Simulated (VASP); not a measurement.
## CaSiH6: single point with PBEsol

CaSiH6:

```xyz
8
Lattice="4.3530 0.4731 -0.0585 2.5000 3.9740 -0.6152 0.2203 1.6759 3.9483" Properties=species:S:1:pos:R:3 pbc="T T T"
Ca    0.0000    0.0000    0.0000
Si    2.2867    1.0745    1.9449
H     4.6996    3.8283    0.3126
H     2.3737    2.2947    2.9620
H     4.2026    4.1017    2.5245
H     2.8707    2.0212    0.7500
H     0.8036    1.5442    1.5819
H     6.2697    4.5788    1.6927
```

| Item | Value |
| --- | --- |
| Program | VASP 6.6.1 |
| Task | single point |
| Functional | PBEsol |
| Potentials or basis | VASP PAW PBE potentials, release 64 (Ca_sv, Si, H) |
| Cutoff | 520 eV |
| k mesh | 6 × 6 × 4 |
| Occupations | fermi-dirac, width 0.03 eV |
| Spin | no spin polarisation |
| Dipole correction | no |
| Further INCAR settings | ALGO = Normal; EDIFF = 1e-06; NBANDS = 20 |

* Pressure: 0.0 GPa
* Largest force: 0.007 eV/Å
* Band gap on the k mesh: 1.28 eV (least direct gap 2.55 eV)

Forces on the atoms (eV/Å):
```
Ca   0.000  0.000  0.000
Si   0.000  0.000  0.000
H    0.002 -0.002  0.002
H   -0.002  0.002 -0.002
H    0.004  0.000 -0.005
H   -0.004  0.000  0.005
H    0.002  0.002 -0.001
H   -0.002 -0.002  0.001
```

Stress tensor (GPa, compression positive):
```
 0.00 -0.05 -0.01
-0.05 -0.07  0.05
-0.01  0.05  0.02
```

Levels at points of the mesh, in eV from the valence-band top:
| k point | band 6 | band 7 | band 8 | band 9 | band 10 | band 11 | band 12 | band 13 | band 14 | band 15 |
| --- | --- | --- | --- | --- | --- | --- | --- | --- | --- | --- |
| (0.00, 0.00, 0.00) | -4.12 | -3.96 | -3.23 | -2.83 | -2.06 | 1.28 | 2.63 | 3.42 | 3.92 | 5.66 |
| (0.50, 0.00, 0.00) | -6.65 | -4.97 | -3.93 | -2.82 | -1.54 | 2.56 | 3.76 | 4.49 | 4.76 | 5.21 |
| (0.00, 0.50, 0.00) | -6.46 | -4.01 | -3.69 | -3.23 | -1.90 | 3.00 | 3.55 | 4.02 | 4.84 | 5.35 |
| (0.50, 0.50, 0.00) | -6.97 | -4.54 | -3.99 | -1.37 | -0.75 | 2.95 | 3.00 | 3.87 | 4.14 | 4.71 |
| (0.00, 0.00, 0.50) | -7.07 | -4.47 | -3.65 | -0.89 | -0.59 | 2.54 | 2.98 | 3.52 | 3.85 | 4.28 |
| (0.50, 0.00, 0.50) | -6.18 | -5.50 | -4.53 | -2.61 | -2.26 | 2.46 | 4.18 | 4.24 | 4.96 | 5.08 |
| (0.00, 0.50, 0.50) | -6.50 | -5.57 | -4.10 | -3.03 | -1.97 | 3.25 | 4.14 | 4.55 | 5.05 | 5.30 |
| (0.50, 0.50, 0.50) | -6.32 | -5.61 | -3.56 | -3.48 | 0.00 | 2.55 | 3.56 | 4.61 | 5.04 | 5.50 |

It took 84 s on 1 thread of Intel(R) Xeon(R) Platinum 8488C (Sapphire Rapids), with other jobs on the host, peak memory 0.26 GiB.

Caveat: the PAW data sets were made with another functional, which shifts forces and pressure a little. A k mesh can miss the band edges.
